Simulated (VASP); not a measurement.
PbS:

```
CELL_PARAMETERS angstrom
0.00000 2.98723 2.98723
3.13659 0.00000 2.98723
3.13659 2.98723 0.00000
ATOMIC_POSITIONS crystal
Pb 0.00000 0.00000 0.00000
S 0.50000 0.50000 0.50000
```

This cell differs from its parent crystal: uniaxial x strain +5.0%.

Program: VASP 6.6.1. Alike in all runs: task single point; potentials or basis VASP PAW PBE potentials, release 64 (Pb_d, S); no spin polarisation; cell as given; cutoff (eV) 520. Hardware: 1 thread of Intel(R) Xeon(R) Platinum 8259CL CPU @ 2.50GHz (Skylake/Cascade Lake), on a shared host.

Order these runs on this cell by their wall time, lowest first.
A. level r2SCAN; k mesh 8 × 8 × 8; smearing gaussian 0.01 eV
B. level PBE; k mesh 8 × 8 × 8; smearing fermi-dirac 0.02 eV
C. level PBE; k mesh 4 × 4 × 4; smearing gaussian 0.01 eV

C (9.8 s), B (30 s), A (130 s).

Caveats: some runs use coarse meshes.
